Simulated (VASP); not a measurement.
# Si3Ge in VASP: notebook

Si3Ge is run at these levels: PBE, r2SCAN; tasks: single point.

All numbers are computed with VASP 6.6.1; they aren't measurements. Logs are shortened: lines on timing, memory, paths and dates and some standing lists are left out, and cuts for length are marked.

**1. The cell of the first run**

The typed cell holds 8 atoms: a = 3.939 Å, b = 5.475 Å, c = 7.867 Å, α = 89.94°, β = 90.02°, γ = 90.02°.

**2. Single point, PBE**

Input file INCAR:

```
PREC = Accurate ; ENCUT = 500
EDIFF = 1E-6 ; ISMEAR = 0
SIGMA = 0.1 ; LREAL = False
LASPH = True ; NELM = 120
ALGO = Normal ; ISIF = 2
LWAVE = False ; LCHARG = True
GGA = PE ; LELF = True
LVHAR = True ; NBANDS = 36
GGA_COMPAT = False
```

Input file KPOINTS:

```
Automatic mesh
0
Gamma
  4 4 2
```

Input file POSCAR:

```
Si3Ge
1.0
   -3.9389026654      0.0005562371      0.0008281257
    0.0008669068     -0.0027567999     -5.4748817444
    0.0010462294     -7.8668103858     -0.0049152009
Si Ge
6 2
Direct
    0.0002228339      0.2563473662      0.7498874804
   -0.0000490053      0.2563232633      0.2498773924
    0.4999570421      0.7438302902      0.9999512547
    0.4996778274      0.7439159984      0.4999797747
    0.5003175644      0.4998587248      0.7500719801
    0.5000481798      0.4999324424      0.2501125149
    1.0000461292     -0.0001233954      1.0000420225
    0.9997794285     -0.0000846899      0.5000775805
```

Potentials or basis: VASP PAW PBE potentials, release 64 (Si, Ge_d).

On the command line:

```bash
cat potpaw_PBE.64/Si/POTCAR potpaw_PBE.64/Ge_d/POTCAR > POTCAR
mpirun -np 1 vasp_std > vasp.out
```

OUTCAR:

```text
PREC = Accurate
   ENCUT = 500
   EDIFF = 1E-6
   ISMEAR = 0
   LREAL = False
   LASPH = True
   NELM = 120
   ISIF = 2
   GGA = PE

 ion  position               nearest neighbor table
   1  0.000  0.256  0.750-   5 2.38   5 2.38   7 2.42   8 2.42
   2  1.000  0.256  0.250-   6 2.38   6 2.38   8 2.42   7 2.42
   3  0.500  0.744  1.000-   6 2.38   5 2.38   7 2.42   7 2.42
   4  0.500  0.744  0.500-   5 2.38   6 2.38   8 2.42   8 2.42
   5  0.500  0.500  0.750-   4 2.38   3 2.38   1 2.38   1 2.38
   6  0.500  0.500  0.250-   3 2.38   4 2.38   2 2.38   2 2.38
   7  0.000  1.000  0.000-   1 2.42   2 2.42   3 2.42   3 2.42
   8  1.000  1.000  0.500-   2 2.42   1 2.42   4 2.42   4 2.42

  LATTYP: Found a triclinic cell.
 ALAT       =     6.7433962881
 B/A-ratio  =     0.5841126079
 C/A-ratio  =     1.4205521593
 COS(alpha) =     0.0000145975
 COS(beta)  =     0.4632744453
 COS(gamma) =     0.5838133002

  Lattice vectors:

 A1 = (  -3.9380357586,  -0.0022005628,  -5.4740536187)
 A2 = (  -3.9389026654,   0.0005562371,   0.0008281257)
 A3 = (  -0.0001793226,   7.8640535859,  -5.4699665435)

Analysis of symmetry for initial positions (statically):
=====================================================================
 Subroutine PRICEL returns:
 Original cell was already a primitive cell.

 Routine SETGRP: Setting up the symmetry group for a
 triclinic supercell.

 Subroutine GETGRP returns: Found  1 space group operations
 (whereof  1 operations were pure point group operations)
 out of a pool of  2 trial point group operations.

The static configuration has the point symmetry C_1 .

Analysis of symmetry for dynamics (positions and initial velocities):
=====================================================================
 Subroutine PRICEL returns:
 Original cell was already a primitive cell.

 Routine SETGRP: Setting up the symmetry group for a
 triclinic supercell.

 Subroutine GETGRP returns: Found  1 space group operations
 (whereof  1 operations were pure point group operations)
 out of a pool of  2 trial point group operations.

The dynamic configuration has the point symmetry C_1 .

 Subroutine INISYM returns: Found  1 space group operations
 (whereof  1 operations are pure point group operations),
 and found     1 'primitive' translations

----------------------------------------------------------------------------------------

                                     Primitive cell

  volume of cell :     169.6479

  direct lattice vectors                    reciprocal lattice vectors
    -3.938902665  0.000556237  0.000828126    -0.253877828 -0.000033739 -0.000040183
     0.000866907 -0.002756800 -5.474881744    -0.000038385  0.000114117 -0.182652411
     0.001046229 -7.866810386 -0.004915201    -0.000017937 -0.127116364  0.000064005

  length of vectors
     3.938902792  5.474882507  7.866811991     0.253877833  0.182652450  0.127116381

  position of ions in fractional coordinates (direct lattice)
     0.000222834  0.256347366  0.749887480
     0.999950995  0.256323263  0.249877392
     0.499957042  0.743830290  0.999951255
     0.499677827  0.743915998  0.499979775
     0.500317564  0.499858725  0.750071980
     0.500048180  0.499932442  0.250112515
     0.000046129  0.999876605  0.000042022
     0.999779428  0.999915310  0.500077580

  ion indices of the primitive-cell ions
   primitive index   ion index
                 1           1
                 2           2
                 3           3
                 4           4
                 5           5
                 6           6
                 7           7
                 8           8

----------------------------------------------------------------------------------------

 KPOINTS: Automatic mesh

Automatic generation of k-mesh.
 Grid dimensions read from file:
 generate k-points for:    4    4    2

 Generating k-lattice:

  Cartesian coordinates                     Fractional coordinates (reciprocal lattice)
    -0.063469457 -0.000008435 -0.000010046     0.250000000  0.000000000  0.000000000
    -0.000009596  0.000028529 -0.045663103     0.000000000  0.250000000  0.000000000
    -0.000008969 -0.063558182  0.000032002     0.000000000  0.000000000  0.500000000

  Length of vectors
     0.063469458  0.045663113  0.063558191

  Shift w.r.t. Gamma in fractional coordinates (k-lattice)
     0.000000000  0.000000000  0.000000000

 Subroutine IBZKPT returns following result:
 ===========================================

 Found     20 irreducible k-points:

 Following reciprocal coordinates:
            Coordinates               Weight
  0.000000  0.000000  0.000000      1.000000
  0.250000  0.000000  0.000000      2.000000
  0.500000  0.000000  0.000000      1.000000
  0.000000  0.250000  0.000000      2.000000
  0.250000  0.250000 -0.000000      2.000000
  0.500000  0.250000  0.000000      2.000000
[... 12 lines left out ...]
  0.250000  0.500000  0.500000      2.000000
  0.500000  0.500000  0.500000      1.000000
   k-points           NKPTS =     20   k-points in BZ     NKDIM =     20   number of bands    NBANDS=     36
   number of dos      NEDOS =    301   number of ions     NIONS =      8
   total plane-waves  NPLWV =  72000
   dimension x,y,z NGX =    30 NGY =   40 NGZ =   60
   dimension x,y,z NGXF=    60 NGYF=   80 NGZF=  120
   ions per type =               6   2
   NGX,Y,Z   is equivalent  to a cutoff of  12.66, 12.15, 12.68 a.u.
   NGXF,Y,Z  is equivalent  to a cutoff of  25.32, 24.29, 25.36 a.u.
 SYSTEM =  unknown system
   PREC   = accura    normal or accurate (medium, high low for compatibility)
   ISTART =      0    job   : 0-new  1-cont  2-samecut
   ICHARG =      2    charge: 1-file 2-atom 10-const
   ISPIN  =      1    spin polarized calculation?
   LNONCOLLINEAR =      F non collinear calculations
   LSORBIT =      F    spin-orbit coupling
   LASPH  =      T    aspherical Exc in radial PAW
   ENCUT  =  500.0 eV  36.75 Ry    6.06 a.u.   7.18  9.98 14.34*2*pi/ulx,y,z
   NELM   =    120;   NELMIN=  2; NELMDL= -5     # of ELM steps
   EDIFF  = 0.1E-05   stopping-criterion for ELM
   LREAL  =      F    real-space projection
   EDIFFG = 0.1E-04   stopping-criterion for IOM
   NSW    =      0    number of steps for IOM
   IBRION =     -1    ionic relax: 0-MD 1-quasi-New 2-CG
   NFREE  =      0    steps in history (QN), initial steepest desc. (CG)
   ISIF   =      2    stress and relaxation
   ISYM   =      2    0-nonsym 1-usesym 2-fastsym
   POTIM  = 0.5000    time-step for ionic-motion
   TEBEG  =    0.0;   TEEND  =   0.0 temperature during run
   PSTRESS=    0.0 pullay stress
   NELECT =      52.0000    total number of electrons
   NUPDOWN=      -1.0000    fix difference up-down
   EMIN   =  10.00;   EMAX   =-10.00  energy-range for DOS
   EFERMI =   0.00;   METHOD = LEGACY
   ISMEAR =     0;   SIGMA  =   0.10  broadening in eV -4-tet -1-fermi 0-gaus
   EFERMI_NEDOS =   21; number of points for ismear=-14 and -15
   IALGO  =     38    algorithm
   IMIX   =      4    mixing-type and parameters
     AMIX     =   0.40;   BMIX     =  1.00
     AMIX_MAG =   1.60;   BMIX_MAG =  1.00
  volume/ion in A,a.u.               =      21.21       143.11
  Fermi-wavevector in a.u.,A,eV,Ry     =   1.103807  2.085893 16.577198  1.218390
  Thomas-Fermi vector in A             =   2.240270
   LORBIT       =      0    0 simple, 1 ext, 2 COOP (PROOUT), +10 PAW based schemes
   GGA     = PE    functional components
   LHFCALC =     F    Hartree Fock is set to
   AEXX    =    0.0000 exact exchange contribution
   IVDW    =     0    specifies the selected vdW correction
   LEPSILON=     F    determine dielectric tensor
   LRPA    =     F    only Hartree local field effects (RPA)
 non-spin polarized calculation
 Gauss-broadening in eV      SIGMA  =   0.10
  energy-cutoff  :      500.00
  volume of cell :      169.65
 maximum number of plane-waves:      4346
 NGX is ok and might be reduce to    30

 number of electron      52.0000013 magnetization

 Free energy of the ion-electron system (eV)
  ---------------------------------------------------
  ext. energy  EPLUGINS =         0.00000000
  ---------------------------------------------------
  free energy    TOTEN  =       -41.20285213 eV

  energy without entropy =      -41.20278644  energy(sigma->0) =      -41.20281928

 E-fermi :   5.5876     XC(G=0):  -9.4410

 val. band max:        5.3843799988   @ k =   0.0000   0.0000   0.0000
 cond. band min:       5.7882913470   @ k =   0.5000   0.0000   0.0000
 fundamental gap:      0.4039113482
 Fermi energy:         5.5875826181

 k-point     1 :       0.0000    0.0000    0.0000
  band No.  band energies     occupation
      1     -18.8332      2.00000
      2     -18.8325      2.00000
      3     -18.8297      2.00000
      4     -18.8296      2.00000
      5     -18.8294      2.00000
      6     -18.8262      2.00000
[... 28 lines left out ...]
     35       9.9471      0.00000
     36      10.1283      0.00000

 k-point     2 :       0.2500    0.0000    0.0000
  band No.  band energies     occupation
      1     -18.8331      2.00000
      2     -18.8319      2.00000
      3     -18.8313      2.00000
      4     -18.8294      2.00000
      5     -18.8287      2.00000
      6     -18.8218      2.00000
[... 28 lines left out ...]
     35       9.3422      0.00000
     36      10.4853      0.00000

 k-point     3 :       0.5000    0.0000    0.0000
  band No.  band energies     occupation
      1     -18.8333      2.00000
      2     -18.8329      2.00000
      3     -18.8329      2.00000
      4     -18.8294      2.00000
      5     -18.8262      2.00000
      6     -18.8180      2.00000
[... 28 lines left out ...]
     35      10.3957      0.00000
     36      10.5942      0.00000
[... 586 lines left out ...]
 k-point    19 :       0.2500    0.5000    0.5000
  band No.  band energies     occupation
      1     -18.8318      2.00000
      2     -18.8317      2.00000
      3     -18.8313      2.00000
      4     -18.8313      2.00000
      5     -18.8250      2.00000
      6     -18.8248      2.00000
[... 28 lines left out ...]
     35      10.4383      0.00000
     36      10.4650      0.00000

 k-point    20 :       0.5000    0.5000    0.5000
  band No.  band energies     occupation
      1     -18.8333      2.00000
      2     -18.8331      2.00000
      3     -18.8314      2.00000
      4     -18.8313      2.00000
      5     -18.8218      2.00000
      6     -18.8217      2.00000
[... 28 lines left out ...]
     35      10.7203      0.00000
     36      10.7211      0.00000

------------------------ aborting loop because EDIFF is reached ----------------------------------------

  FORCE on cell =-STRESS in cart. coord.  units (eV):
  Direction    XX          YY          ZZ          XY          YZ          ZX
  --------------------------------------------------------------------------------------
  -------------------------------------------------------------------------------------
  Total       -0.2832951     -0.0814312     -0.1044592      0.0138013     -0.0690581      0.0233756
  in kB       -2.6754768     -0.7690471     -0.9865263      0.1303417     -0.6521934      0.2207626
  external PRESSURE =      -1.4770167 kB  Pullay stress =       0.0000000 kB

 VOLUME and BASIS-vectors are now :
 -----------------------------------------------------------------------------
  energy-cutoff  :      500.00
  volume of cell :      169.65
      direct lattice vectors                 reciprocal lattice vectors
    -3.938902665  0.000556237  0.000828126    -0.253877828 -0.000033739 -0.000040183
     0.000866907 -0.002756800 -5.474881744    -0.000038385  0.000114117 -0.182652411
     0.001046229 -7.866810386 -0.004915201    -0.000017937 -0.127116364  0.000064005

 POSITION                                       TOTAL-FORCE (eV/Angst)
 -----------------------------------------------------------------------------------
      0.00013     -5.89993     -1.40716        -0.000055     -0.007463      0.015387
     -3.93823     -1.96589     -1.40374        -0.001998     -0.008048      0.012734
     -1.96759     -7.86820     -4.07688        -0.001575     -0.003627     -0.011006
     -1.96701     -3.93502     -4.07490        -0.004273     -0.003363     -0.008227
     -1.96948     -5.90177     -2.73994         0.004243      0.004101     -0.005345
     -1.96895     -1.96869     -2.73789         0.002332      0.005865     -0.000789
      0.00069     -0.00309     -5.47421         0.001195      0.005213     -0.001042
     -3.93664     -3.93622     -5.47605         0.000130      0.007320     -0.001711
 -----------------------------------------------------------------------------------
    total drift:                               -0.000329     -0.000009      0.000396

  FREE ENERGIE OF THE ION-ELECTRON SYSTEM (eV)
  ---------------------------------------------------
  free  energy   TOTEN  =       -41.2028521290 eV

  energy  without entropy=      -41.2027864402  energy(sigma->0) =      -41.20281928
```

It took 43 s on 1 thread of Intel Xeon 6975P-C (Granite Rapids), shared host; peak memory 0.3 GiB.

What came out:

```
Free energy            : -41.2029 eV
Pressure               : -0.1 GPa
Largest force          : 0.017 eV/Å
Band gap on the k mesh : 0.40 eV
```

Forces in eV/Å, atoms in the order of the input:
```
Si   0.000 -0.007  0.015
Si  -0.002 -0.008  0.013
Si  -0.002 -0.004 -0.011
Si  -0.004 -0.003 -0.008
Si   0.004  0.004 -0.005
Si   0.002  0.006 -0.001
Ge   0.001  0.005 -0.001
Ge   0.000  0.007 -0.002
```

Stress tensor (GPa, compression positive):
```
-0.27  0.01  0.02
 0.01 -0.08 -0.07
 0.02 -0.07 -0.10
```

**3. Single point, PBE**

This run uses another cell than the first one: it holds 4 atoms, not 8.

Input file INCAR:

```
SYSTEM = Si3Ge
PREC = Accurate
ENCUT = 500
EDIFF = 1E-6
ISMEAR = 0
SIGMA = 0.02
LREAL = .False.
LASPH = .True.
NELM = 120
ALGO = Normal
ISIF = 2
LWAVE = .False.
LCHARG = .False.
GGA = PE
NBANDS = 21
GGA_COMPAT = .False.
```

Input file KPOINTS:

```
regular mesh
0
Gamma
  10 10 6
  0 0 0
```

Input file POSCAR:

```
Si3Ge
1.0
    3.9123760691      0.0000000000      0.0000000000
    0.0000000000      3.9123760691      0.0000000000
    0.0000000000      0.0000000000      5.5320638552
Si Ge
3 1
Direct
    0.0000000000      0.5000000000      0.7441286147
    0.5000000000      0.0000000000      0.2558713853
    0.5000000000      0.5000000000      0.5000000000
    0.0000000000      0.0000000000      0.0000000000
```

Potentials or basis: VASP PAW PBE potentials, release 64 (Si, Ge_d).

On the command line:

```bash
cat potpaw_PBE.64/Si/POTCAR potpaw_PBE.64/Ge_d/POTCAR > POTCAR
mpirun -np 1 vasp_std > vasp.out
```

It took 39 s on 1 thread of Intel Xeon 6975P-C (Granite Rapids), shared host; peak memory 0.26 GiB.

Results (log left out):

* Free energy: -20.7353 eV
* Pressure: -0.1 GPa
* Band gap on the k mesh: 0.38 eV (least direct gap 0.68 eV)

Levels at points of the mesh, in eV from the valence-band top:
```
           k point  band 10  band 11  band 12  band 13  band 14  band 15  band 16  band 17
(0.00, 0.00, 0.00)    -2.87    -0.05     0.00     0.00     0.68     0.84     2.24     2.53
(0.50, 0.00, 0.00)    -3.73    -3.65    -1.51    -1.21     2.14     2.53     4.59     4.76
(0.50, 0.50, 0.00)    -2.92    -2.85    -2.85    -2.79     0.38     0.84     0.84     1.01
(0.00, 0.00, 0.50)    -2.04    -2.04    -1.75    -1.75     0.93     1.26     3.07     3.17
(0.50, 0.00, 0.50)    -1.42    -1.26    -1.22    -1.06     0.89     1.33     3.21     3.34
(0.50, 0.50, 0.50)    -3.79    -3.79    -3.79    -3.72     4.17     4.35     4.35     4.52
```

**4. Single point, PBE**

This run uses another cell than the first one: it holds 4 atoms, not 8.

Input file INCAR:

```
  PREC = Accurate
  ENCUT = 500
  EDIFF = 1E-6
  ISMEAR = 0
  SIGMA = 0.02
  LREAL = False
  LASPH = True
  NELM = 120
  ALGO = Normal
  ISIF = 2
  LWAVE = False
  LCHARG = False
  GGA = PE
  NBANDS = 21
  GGA_COMPAT = False
```

Input file KPOINTS:

```
Automatic mesh
0
Gamma
  10 10 6
```

POSCAR is that of step 3.

On the command line:

```bash
cat potpaw_PBE.64/Si/POTCAR potpaw_PBE.64/Ge_d/POTCAR > POTCAR
mpirun -np 1 vasp_std > vasp.out
```

Run time: 39 s. Hardware: 1 thread of Intel Xeon 6975P-C (Granite Rapids), shared host; peak memory 0.26 GiB.

Results (log left out):

| Quantity | Value |
| --- | --- |
| Free energy | -20.7353 eV |
| Pressure | -0.1 GPa |
| Band gap on the k mesh | 0.38 eV (least direct gap 0.68 eV) |

Levels at points of the mesh, in eV from the valence-band top:
| k point | band 9 | band 10 | band 11 | band 12 | band 13 | band 14 | band 15 | band 16 | band 17 | band 18 |
| --- | --- | --- | --- | --- | --- | --- | --- | --- | --- | --- |
| (0.00, 0.00, 0.00) | -2.87 | -2.87 | -0.05 | 0.00 | 0.00 | 0.68 | 0.84 | 2.24 | 2.53 | 2.53 |
| (0.50, 0.00, 0.00) | -5.49 | -3.73 | -3.65 | -1.51 | -1.21 | 2.14 | 2.53 | 4.59 | 4.76 | 4.94 |
| (0.50, 0.50, 0.00) | -7.81 | -2.92 | -2.85 | -2.85 | -2.79 | 0.38 | 0.84 | 0.84 | 1.01 | 9.52 |
| (0.00, 0.00, 0.50) | -3.56 | -2.04 | -2.04 | -1.75 | -1.75 | 0.93 | 1.26 | 3.07 | 3.17 | 5.51 |
| (0.50, 0.00, 0.50) | -6.85 | -1.42 | -1.26 | -1.22 | -1.06 | 0.89 | 1.33 | 3.21 | 3.34 | 3.50 |
| (0.50, 0.50, 0.50) | -7.66 | -3.79 | -3.79 | -3.79 | -3.72 | 4.17 | 4.35 | 4.35 | 4.52 | 4.56 |

**5. Single point, r2SCAN**

This run uses another cell than the first one: it holds 4 atoms, not 8.

POSCAR is that of step 4.

Input file INCAR.step1:

```
SYSTEM = Si3Ge
PREC = Accurate ; ENCUT = 550
ISMEAR = 0 ; SIGMA = 0.02
LREAL = .False. ; LASPH = .True.
NELM = 120 ; NBANDS = 21
GGA = PE ; ALGO = Normal
EDIFF = 1E-5 ; LWAVE = .True.
LCHARG = .False. ; GGA_COMPAT = .False.
```

Input file INCAR.step2:

```
SYSTEM = Si3Ge
PREC = Accurate ; ENCUT = 550
EDIFF = 1E-6 ; ISMEAR = 0
SIGMA = 0.02 ; LREAL = .False.
LASPH = .True. ; NELM = 120
ALGO = Normal ; ISIF = 2
LWAVE = .False. ; LCHARG = .False.
METAGGA = R2SCAN ; LMIXTAU = .True.
NBANDS = 21 ; ISTART = 1
GGA_COMPAT = .False.
```

Input file KPOINTS:

```
Automatic mesh
0
Gamma
  10 10 6
  0 0 0
```

On the command line:

```bash
cat potpaw_PBE.64/Si/POTCAR potpaw_PBE.64/Ge_d/POTCAR > POTCAR
cp INCAR.step1 INCAR
mpirun -np 1 vasp_std > vasp.out
cp INCAR.step2 INCAR
mpirun -np 1 vasp_std > vasp.out
```

Wall time 3.3 min (1 thread of Intel Xeon 6975P-C (Granite Rapids), shared host); peak memory 0.29 GiB.

The run converged. Its results:

| Item | Value |
| --- | --- |
| Free energy | -40.1497 eV |
| Pressure | -2.0 GPa |
| Largest force | 0.071 eV/Å |
| Band gap on the k mesh | 0.57 eV (least direct gap 0.89 eV) |

Forces in eV/Å, atoms in the order of the input:
```
Si   0.000  0.000  0.071
Si   0.000  0.000 -0.071
Si   0.000  0.000  0.000
Ge   0.000  0.000  0.000
```

Levels at points of the mesh, in eV from the valence-band top:
| k point | band 9 | band 10 | band 11 | band 12 | band 13 | band 14 | band 15 | band 16 | band 17 | band 18 |
| --- | --- | --- | --- | --- | --- | --- | --- | --- | --- | --- |
| (0.00, 0.00, 0.00) | -3.03 | -3.03 | -0.05 | 0.00 | 0.00 | 0.89 | 1.05 | 2.71 | 2.71 | 2.76 |
| (0.50, 0.00, 0.00) | -5.70 | -3.89 | -3.81 | -1.60 | -1.28 | 2.42 | 2.82 | 4.92 | 5.07 | 5.34 |
| (0.50, 0.50, 0.00) | -8.15 | -3.08 | -3.01 | -3.01 | -2.95 | 0.57 | 1.06 | 1.06 | 1.24 | 10.25 |
| (0.00, 0.00, 0.50) | -3.66 | -2.15 | -2.15 | -1.85 | -1.85 | 1.12 | 1.47 | 3.39 | 3.51 | 5.87 |
| (0.50, 0.00, 0.50) | -7.14 | -1.51 | -1.33 | -1.30 | -1.13 | 1.18 | 1.66 | 3.45 | 3.58 | 3.77 |
| (0.50, 0.50, 0.50) | -7.99 | -3.96 | -3.96 | -3.96 | -3.88 | 4.48 | 4.69 | 4.69 | 4.87 | 4.96 |

Caveat: the PAW data sets were made with another functional, which shifts forces and pressure a little.

**6. The runs side by side**

| level | cell | k mesh | cutoff (eV) | smearing | gap on the mesh (eV) | pressure (GPa) | largest force (eV/Å) |
| --- | --- | --- | --- | --- | --- | --- | --- |
| PBE | a = 3.939, b = 5.475, c = 7.867 Å, angles 89.9, 90.0, 90.0°, 8 atoms, atomic positions A | 4 × 4 × 2 | 500 | gaussian 0.1 eV | 0.40 | -0.1 | 0.02 |
| PBE | a = 3.912, b = 3.912, c = 5.532 Å, 4 atoms, atomic positions B | 10 × 10 × 6 | 500 | gaussian 0.02 eV | 0.38 | -0.1 | - |
| r2SCAN | a = 3.912, b = 3.912, c = 5.532 Å, 4 atoms, atomic positions B | 10 × 10 × 6 | 550 | gaussian 0.02 eV | 0.57 | -2.0 | 0.07 |

Alike in all rows: task single point; potentials or basis VASP PAW PBE potentials, release 64 (Si, Ge_d); no spin polarisation.

Caveats: the PAW data sets were made with another functional, which shifts forces and pressure a little (at least some runs).

Total energies depend on the potentials used, so only differences within one code and one set of settings carry meaning.
